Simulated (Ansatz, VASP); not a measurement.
Two plane-wave programs on Mg2TiSb2

```
Mg Ti Sb
1.0
    -2.20617    2.20617    6.67087
     2.20617   -2.20617    6.67087
     2.20617    2.20617   -6.67087
Mg Ti Sb
2 1 2
Direct
  0.59892 0.59892 0.00000
  0.40108 0.40108 0.00000
  0.00000 0.00000 0.00000
  0.25000 0.75000 0.50000
  0.75000 0.25000 0.50000
```

Alike in both runs: functional PBE; k mesh 6 × 6 × 6; occupations gaussian, width 0.1 eV; no spin polarisation.

Ansatz relaxed the structure, and its values are those at the end. VASP's run is a single point on that final structure, the one shown.

|  | VASP | Ansatz |
| --- | --- | --- |
| version | VASP 6.6.1 | Ansatz 0.2.0 |
| potentials or method | VASP PAW PBE potentials, release 64 (Mg, Ti_sv, Sb), cutoff 520 eV | scalar-relativistic, plane waves, PAW |
| valence electrons in the cell | 26 | 62 |

|  | VASP | Ansatz | Ansatz less VASP |
| --- | --- | --- | --- |
| gap on the k mesh at the Fermi level (eV) | none | none | - |
| pressure (GPa) | 0.1 | 0.1 | -0.01 |
| rms of the force components (eV/Å) | 0.000 | 0.003 | +0.0031 |

A gap of «none» marks a metal or a gap that the smearing closes. The functional is the same, so the differences come from potentials, cutoffs and numerics. VASP's potentials hold 26 valence electrons a cell and Ansatz's 62, so a difference there can come from the potentials and not from the codes.

Spin-orbit coupling is off throughout.
